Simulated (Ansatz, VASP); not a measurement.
Zr in VASP and in Ansatz

INCAR

```
ALGO     = Fast           # electronic algorithm
EDIFF    = 1E-6           # SCF threshold, eV
EDIFFG   = -0.01          # ionic threshold
ENCUT    = 600            # plane-wave cutoff, eV
GGA      = PE             # functional
IBRION   = 2              # ionic algorithm
ISIF     = 3              # what is computed and relaxed
ISMEAR   = 0              # smearing method
LASPH    = True           # aspherical terms in the spheres
LCHARG   = False          # write CHGCAR
LREAL    = False          # projectors in reciprocal space
LWAVE    = False          # write WAVECAR
NELM     = 80             # most SCF steps
NSW      = 80             # ionic steps
PREC     = Accurate       # precision mode
SIGMA    = 0.1            # smearing width, eV
```

File KPOINTS:

```
k-points
0
Gamma
  18 18 8
```

POSCAR

```
Zr
1.0
    3.2325339479      0.0000000000      0.0000000000
   -1.6162669739      2.7994565175      0.0000000000
    0.0000000000      0.0000000000      5.1711459056
Zr
2
Direct
    0.3333333333      0.6666666667      0.2500000000
    0.6666666667      0.3333333333      0.7500000000
```

Input for Ansatz:

```yaml
crystal:
  lattice:
    - [3.2325339479, 0.0, 0.0]
    - [-1.6162669739, 2.7994565175, 0.0]
    - [0.0, 0.0, 5.1711459056]
  atoms:
    - { symbol: Zr, position: [0.3333333333, 0.6666666667, 0.25] }
    - { symbol: Zr, position: [0.6666666667, 0.3333333333, 0.75] }
basis:
  ecutwfc: 420
kpoints:
  mp_grid: { grid: [18, 18, 8] }
hamiltonian:
  xc: pbe
scf:
  occupations: { method: gaussian, width: 0.1 }
output:
  forces: true
  stress: true
  eigenvalues: true
relax:
  adjacent_minimum: "off"
  f_tol: 0.01
  max_steps: 60
  cell: { stress_tol: 0.1 }
```

Alike in both runs: task relaxation of cell and atoms; functional PBE; k mesh 18 × 18 × 8; occupations gaussian, width 0.1 eV; no spin polarisation.

|  | VASP | Ansatz |
| --- | --- | --- |
| version | VASP 6.6.1 | Ansatz 0.2.0 |
| potentials or method | VASP PAW PBE potentials, release 64 (Zr_sv), cutoff 600 eV | scalar-relativistic, plane waves, PAW |
| valence electrons in the cell | 24 | 24 |

|  | VASP | Ansatz | Ansatz less VASP |
| --- | --- | --- | --- |
| gap on the k mesh at the Fermi level, each at its own relaxed structure (eV) | none | none | - |
| relaxed volume (Å³/atom) | 23.40 | 23.40 | 0.000 |
| relaxed cell length with the largest relative difference (Å) | 5.171 | 5.171 | 0.0000 |

A gap of «none» marks a metal or a gap that the smearing closes.

Noted on VASP's run: the relaxation stopped at its first step, so nothing moved.
